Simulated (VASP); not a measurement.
A run of VASP 6.6.1:

File POSCAR:

```
HfN
1.0
    0.0000000000      2.2477539700      2.2477539700
    2.2477539700      0.0000000000      2.2477539700
    2.2477539700      2.2477539700      0.0000000000
Hf N
1 1
Direct
    0.0000000000      0.0000000000      0.0000000000
    0.5000000000      0.5000000000      0.5000000000
```

INCAR.step1

```
PREC = Accurate
ENCUT = 520
ISMEAR = -1
SIGMA = 0.1
LREAL = False
LASPH = True
NELM = 60
GGA = PE
ALGO = Normal
EDIFF = 1E-4
LWAVE = True
LCHARG = False
```

INCAR.step2

```
PREC = Accurate
ENCUT = 520
EDIFF = 1E-6
ISMEAR = -1
SIGMA = 0.1
LREAL = False
LASPH = True
NELM = 60
ALGO = Normal
ISIF = 2
LWAVE = False
LCHARG = False
METAGGA = R2SCAN
LMIXTAU = True
IBRION = 2
NSW = 50
EDIFFG = -0.01
ISTART = 1
```

The input KPOINTS:

```
Automatic mesh
0
Gamma
  13 13 13
```

Potentials or basis: VASP PAW PBE potentials, release 64 (Hf_pv, N).

Run with:

```bash
$ cat potpaw_PBE.64/Hf_pv/POTCAR potpaw_PBE.64/N/POTCAR > POTCAR
$ cp INCAR.step1 INCAR
$ mpirun -np 1 vasp_std > vasp.out
$ cp INCAR.step2 INCAR
$ mpirun -np 1 vasp_std > vasp.out
```

Hardware: 1 thread of Intel(R) Xeon(R) 6975P-C (Granite Rapids) (shared host).

Question: Estimate the wall time of this run.

Answer: It took 27 s on 1 thread of Intel(R) Xeon(R) 6975P-C (Granite Rapids), with other jobs on the host, peak memory 0.16 GiB. Counts: k points 84, ion steps 1.
